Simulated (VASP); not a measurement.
# BN (P1) in VASP: single point with LDA

Aim: the single point of BN with LDA.

Program: VASP 6.6.1. These are calculated values, not measurements. Logs are shortened: lines on timing, memory, paths and dates and some standing lists are left out, and cuts for length are marked.

## Step 1: The cell of the first run

The typed cell holds 2 atoms: a = 2.508 Å, b = 2.508 Å, c = 3.274 Å, α = 101.11°, β = 101.11°, γ = 119.81°.

## Step 2: Single point, LDA

INCAR reads:

```
PREC = Accurate
ENCUT = 520
EDIFF = 1E-6
ISMEAR = 0
SIGMA = 0.01
LREAL = False
LASPH = True
NELM = 60
ALGO = Normal
ISIF = 2
LWAVE = False
LCHARG = False
NBANDS = 11
```

KPOINTS reads:

```
Automatic mesh
0
Gamma
  8 8 6
  0.5 0.5 0.5
```

POSCAR reads:

```
BN
1.0
    2.5080410000      0.0000000000      0.0000000000
   -1.2467110000      2.1762310000      0.0000000000
   -0.6306650000     -1.0881160000      3.0225400000
B N
1 1
Direct
    0.9796430000      0.9834990000      0.0018060000
    0.6685060000      0.3323850000      0.9849990000
```

Potentials or basis: VASP PAW LDA potentials, release 64 (B, N).

The run is started by

```bash
$ cat potpaw_LDA.64/B/POTCAR potpaw_LDA.64/N/POTCAR > POTCAR
$ mpirun -np 1 vasp_std > vasp.out
```

OUTCAR:

```text
PREC = Accurate
   ENCUT = 520
   EDIFF = 1E-6
   ISMEAR = 0
   LREAL = False
   LASPH = True
   NELM = 60
   ISIF = 2

 ion  position               nearest neighbor table
   1  0.980  0.983  0.002-   2 1.40   2 1.43   2 1.52
   2  0.669  0.332  0.985-   1 1.40   1 1.43   1 1.52

  LATTYP: Found a face centered orthorhombic cell.
 ALAT       =     2.5153398844
 B/A-ratio  =     1.7253462546
 C/A-ratio  =     2.4032855509

  Lattice vectors:

 A1 = (  -1.8773760000,   1.0881150000,   3.0225400000)
 A2 = (   0.6306650000,   1.0881150000,   3.0225400000)
 A3 = (  -1.2467110000,   2.1762310000,   0.0000000000)

Analysis of symmetry for initial positions (statically):
=====================================================================
 Subroutine PRICEL returns:
 Original cell was already a primitive cell.

 Routine SETGRP: Setting up the symmetry group for a
 face centered orthorhombic supercell.

 Subroutine GETGRP returns: Found  1 space group operations
 (whereof  1 operations were pure point group operations)
 out of a pool of  8 trial point group operations.

The static configuration has the point symmetry C_1 .

Analysis of symmetry for dynamics (positions and initial velocities):
=====================================================================
 Subroutine PRICEL returns:
 Original cell was already a primitive cell.

 Routine SETGRP: Setting up the symmetry group for a
 face centered orthorhombic supercell.

 Subroutine GETGRP returns: Found  1 space group operations
 (whereof  1 operations were pure point group operations)
 out of a pool of  8 trial point group operations.

The dynamic configuration has the point symmetry C_1 .

 Subroutine INISYM returns: Found  1 space group operations
 (whereof  1 operations are pure point group operations),
 and found     1 'primitive' translations

----------------------------------------------------------------------------------------

                                     Primitive cell

  volume of cell :      16.4973

  direct lattice vectors                    reciprocal lattice vectors
     2.508041000  0.000000000  0.000000000     0.398717565  0.228415813  0.165423820
    -1.246711000  2.176231000  0.000000000     0.000000000  0.459510043  0.165423859
    -0.630665000 -1.088116000  3.022540000     0.000000000  0.000000000  0.330847565

  length of vectors
     2.508041000  2.508041005  3.273756684     0.488379484  0.488379496  0.330847565

  position of ions in fractional coordinates (direct lattice)
     0.979643000  0.983499000  0.001806000
     0.668506000  0.332385000  0.984999000

  ion indices of the primitive-cell ions
   primitive index   ion index
                 1           1
                 2           2

----------------------------------------------------------------------------------------

 KPOINTS: Automatic mesh

Automatic generation of k-mesh.
 Grid dimensions read from file:
 generate k-points for:    8    8    6

 Generating k-lattice:

  Cartesian coordinates                     Fractional coordinates (reciprocal lattice)
     0.049839696  0.028551977  0.020677978     0.125000000  0.000000000  0.000000000
     0.000000000  0.057438755  0.020677982     0.000000000  0.125000000  0.000000000
     0.000000000  0.000000000  0.055141261     0.000000000  0.000000000  0.166666667

  Length of vectors
     0.061047436  0.061047437  0.055141261

  Shift w.r.t. Gamma in fractional coordinates (k-lattice)
     0.500000000  0.500000000  0.500000000

 -----------------------------------------------------------------------------
|                                                                             |
|           W    W    AA    RRRRR   N    N  II  N    N   GGGG   !!!           |
|           W    W   A  A   R    R  NN   N  II  NN   N  G    G  !!!           |
|           W    W  A    A  R    R  N N  N  II  N N  N  G       !!!           |
|           W WW W  AAAAAA  RRRRR   N  N N  II  N  N N  G  GGG   !            |
|           WW  WW  A    A  R   R   N   NN  II  N   NN  G    G                |
|           W    W  A    A  R    R  N    N  II  N    N   GGGG   !!!           |
|                                                                             |
|     Your reciprocal lattice and k-lattice belong to different lattice       |
|     classes:                                                                |
|                                                                             |
|        The reciprocal lattice is body-centered orthorhombic,                |
|        whereas your k-lattice is base-centered monoclinic.                  |
|                                                                             |
|     Results are often still useful ...                                      |
|                                                                             |
 -----------------------------------------------------------------------------

 WARNING: IBZKPT: internal override: KBLOWUP is changed to .FALSE.
      ... skipping the blow-up phase ...

 Subroutine IBZKPT returns following result:
 ===========================================

 Found    192 irreducible k-points:

 Following reciprocal coordinates:
            Coordinates               Weight
  0.062500  0.062500  0.083333      2.000000
  0.187500  0.062500  0.083333      2.000000
  0.312500  0.062500  0.083333      2.000000
  0.437500  0.062500  0.083333      2.000000
 -0.437500  0.062500  0.083333      2.000000
 -0.312500  0.062500  0.083333      2.000000
[... 16 lines left out ...]
 -0.187500  0.312500  0.083333      2.000000
 -0.062500  0.312500  0.083333      2.000000
 [... further k-points ...]
   k-points           NKPTS =    192   k-points in BZ     NKDIM =    192   number of bands    NBANDS=     11
   number of dos      NEDOS =    301   number of ions     NIONS =      2
   total plane-waves  NPLWV =   9600
   dimension x,y,z NGX =    20 NGY =   20 NGZ =   24
   dimension x,y,z NGXF=    40 NGYF=   40 NGZF=   48
   ions per type =               1   1
   NGX,Y,Z   is equivalent  to a cutoff of  13.26, 13.26, 12.19 a.u.
   NGXF,Y,Z  is equivalent  to a cutoff of  26.51, 26.51, 24.38 a.u.
 SYSTEM =  unknown system
   PREC   = accura    normal or accurate (medium, high low for compatibility)
   ISTART =      0    job   : 0-new  1-cont  2-samecut
   ICHARG =      2    charge: 1-file 2-atom 10-const
   ISPIN  =      1    spin polarized calculation?
   LNONCOLLINEAR =      F non collinear calculations
   LSORBIT =      F    spin-orbit coupling
   LASPH  =      T    aspherical Exc in radial PAW
   ENCUT  =  520.0 eV  38.22 Ry    6.18 a.u.   4.66  4.66  6.09*2*pi/ulx,y,z
   NELM   =     60;   NELMIN=  2; NELMDL= -5     # of ELM steps
   EDIFF  = 0.1E-05   stopping-criterion for ELM
   LREAL  =      F    real-space projection
   EDIFFG = 0.1E-04   stopping-criterion for IOM
   NSW    =      0    number of steps for IOM
   IBRION =     -1    ionic relax: 0-MD 1-quasi-New 2-CG
   NFREE  =      0    steps in history (QN), initial steepest desc. (CG)
   ISIF   =      2    stress and relaxation
   ISYM   =      2    0-nonsym 1-usesym 2-fastsym
   POTIM  = 0.5000    time-step for ionic-motion
   TEBEG  =    0.0;   TEEND  =   0.0 temperature during run
   PSTRESS=    0.0 pullay stress
   NELECT =       8.0000    total number of electrons
   NUPDOWN=      -1.0000    fix difference up-down
   EMIN   =  10.00;   EMAX   =-10.00  energy-range for DOS
   EFERMI =   0.00;   METHOD = LEGACY
   ISMEAR =     0;   SIGMA  =   0.01  broadening in eV -4-tet -1-fermi 0-gaus
   EFERMI_NEDOS =   21; number of points for ismear=-14 and -15
   IALGO  =     38    algorithm
   IMIX   =      4    mixing-type and parameters
     AMIX     =   0.40;   BMIX     =  1.00
     AMIX_MAG =   1.60;   BMIX_MAG =  1.00
  volume/ion in A,a.u.               =       8.25        55.66
  Fermi-wavevector in a.u.,A,eV,Ry     =   1.286178  2.430523 22.507475  1.654253
  Thomas-Fermi vector in A             =   2.418268
   LORBIT       =      0    0 simple, 1 ext, 2 COOP (PROOUT), +10 PAW based schemes
   GGA     = CA    functional components
   LHFCALC =     F    Hartree Fock is set to
   AEXX    =    0.0000 exact exchange contribution
   IVDW    =     0    specifies the selected vdW correction
   LEPSILON=     F    determine dielectric tensor
   LRPA    =     F    only Hartree local field effects (RPA)
 non-spin polarized calculation
 Gauss-broadening in eV      SIGMA  =   0.01
  energy-cutoff  :      520.00
  volume of cell :       16.50
 maximum number of plane-waves:       456
   NGX =  9   NGY =  9   NGZ = 13

 number of electron       8.0000000 magnetization

 Free energy of the ion-electron system (eV)
  ---------------------------------------------------
  ext. energy  EPLUGINS =         0.00000000
  ---------------------------------------------------
  free energy    TOTEN  =       -19.15470063 eV

  energy without entropy =      -19.15470063  energy(sigma->0) =      -19.15470063

 E-fermi :   3.3321     XC(G=0): -11.0921

 val. band max:        3.2774412203   @ k =   0.3125   0.4375   0.0833
 cond. band min:       6.1342167517   @ k =  -0.4375  -0.4375   0.4167
 fundamental gap:      2.8567755315
 Fermi energy:         3.3320923275

 k-point     1 :       0.0625    0.0625    0.0833
  band No.  band energies     occupation
      1     -14.4322      2.00000
      2      -1.0667      2.00000
      3       0.2902      2.00000
      4       1.6514      2.00000
      5      10.0897      0.00000
      6      13.7461      0.00000
      7      15.2436      0.00000
      8      15.9967      0.00000
      9      18.9825      0.00000
     10      27.1642      0.00000
     11      29.2336      0.00000

 k-point     2 :       0.1875    0.0625    0.0833
  band No.  band energies     occupation
      1     -13.5936      2.00000
      2      -1.3114      2.00000
      3      -0.6457      2.00000
      4      -0.2738      2.00000
      5      11.3122      0.00000
      6      13.5364      0.00000
      7      14.6004      0.00000
      8      18.3042      0.00000
      9      20.4540      0.00000
     10      23.9032      0.00000
     11      28.5411      0.00000

 k-point     3 :       0.3125    0.0625    0.0833
  band No.  band energies     occupation
      1     -12.3209      2.00000
      2      -3.8606      2.00000
      3      -1.3168      2.00000
      4       0.2163      2.00000
      5       9.9992      0.00000
      6      13.1872      0.00000
      7      16.0981      0.00000
      8      20.2922      0.00000
      9      22.1328      0.00000
     10      23.3873      0.00000
     11      27.0995      0.00000

 k-point     4 :       0.4375    0.0625    0.0833
  band No.  band energies     occupation
      1     -11.2970      2.00000
      2      -5.6314      2.00000
      3      -1.7715      2.00000
      4       1.4602      2.00000
      5       8.3830      0.00000
      6      12.9756      0.00000
      7      16.8229      0.00000
      8      19.9307      0.00000
      9      23.4833      0.00000
     10      24.6846      0.00000
     11      26.8280      0.00000
[... 239 lines left out ...]
 k-point    22 :      -0.3125    0.3125    0.0833
  band No.  band energies     occupation
      1     -12.9523      2.00000
      2      -3.7160      2.00000
      3      -0.2373      2.00000
      4       1.3431      2.00000
      5      10.8186      0.00000
      6      12.0240      0.00000
      7      14.4311      0.00000
      8      19.7148      0.00000
      9      20.9397      0.00000
     10      25.0020      0.00000
     11      25.4028      0.00000

 k-point    23 :      -0.1875    0.3125    0.0833
  band No.  band energies     occupation
      1     -13.3012      2.00000
      2      -2.6538      2.00000
      3      -0.2217      2.00000
      4       0.4672      2.00000
      5      10.7521      0.00000
      6      12.8950      0.00000
      7      15.7259      0.00000
      8      17.1537      0.00000
      9      20.8876      0.00000
     10      24.0037      0.00000
     11      28.4592      0.00000

 k-point    24 :      -0.0625    0.3125    0.0833
  band No.  band energies     occupation
      1     -13.0972      2.00000
      2      -3.1092      2.00000
      3      -0.0405      2.00000
      4       0.1367      2.00000
      5      10.2629      0.00000
      6      13.2810      0.00000
      7      15.2589      0.00000
      8      18.7057      0.00000
      9      21.1026      0.00000
     10      24.1501      0.00000
     11      28.0195      0.00000

 [... further k-points ...]

------------------------ aborting loop because EDIFF is reached ----------------------------------------

  FORCE on cell =-STRESS in cart. coord.  units (eV):
  Direction    XX          YY          ZZ          XY          YZ          ZX
  --------------------------------------------------------------------------------------
  -------------------------------------------------------------------------------------
  Total       -1.2967756     -0.1038982      0.3258975     -0.4986211      0.1207116      0.0541759
  in kB     -125.9400166    -10.0903649     31.6504552    -48.4249963     11.7232449      5.2614445
  external PRESSURE =     -34.7933087 kB  Pullay stress =       0.0000000 kB

 VOLUME and BASIS-vectors are now :
 -----------------------------------------------------------------------------
  energy-cutoff  :      520.00
  volume of cell :       16.50
      direct lattice vectors                 reciprocal lattice vectors
     2.508041000  0.000000000  0.000000000     0.398717565  0.228415813  0.165423820
    -1.246711000  2.176231000  0.000000000     0.000000000  0.459510043  0.165423859
    -0.630665000 -1.088116000  3.022540000     0.000000000  0.000000000  0.330847565

 POSITION                                       TOTAL-FORCE (eV/Angst)
 -----------------------------------------------------------------------------------
      1.22971      2.13836      0.00546         1.638472      2.052851     -0.615859
      0.64105     -0.34845      2.97720        -1.638472     -2.052851      0.615859
 -----------------------------------------------------------------------------------
    total drift:                               -0.000313     -0.000149      0.000001

  FREE ENERGIE OF THE ION-ELECTRON SYSTEM (eV)
  ---------------------------------------------------
  free  energy   TOTEN  =       -19.1547006286 eV

  energy  without entropy=      -19.1547006286  energy(sigma->0) =      -19.15470063
```

Wall time 16 s (1 thread of Intel Xeon Platinum 8259CL at 2.50GHz (Skylake/Cascade Lake), shared host); peak memory 0.14 GiB.

What came out:

- Free energy: -19.1547 eV
- Pressure: -3.5 GPa
- Largest force: 2.698 eV/Å
- Band gap on the k mesh: 2.86 eV, indirect (least direct gap 4.37 eV)

Forces on the atoms (eV/Å):
```
B    1.638  2.053 -0.616
N   -1.638 -2.053  0.616
```

Levels at points of the mesh, in eV from the valence-band top:
| k point | band 2 | band 3 | band 4 | band 5 | band 6 | band 7 |
| --- | --- | --- | --- | --- | --- | --- |
| (0.06, 0.06, 0.08) | -4.34 | -2.99 | -1.63 | 6.81 | 10.47 | 11.97 |

Caveat: forces of over 1 eV/Å act on the atoms, so gaps and moduli don't describe the material at rest.
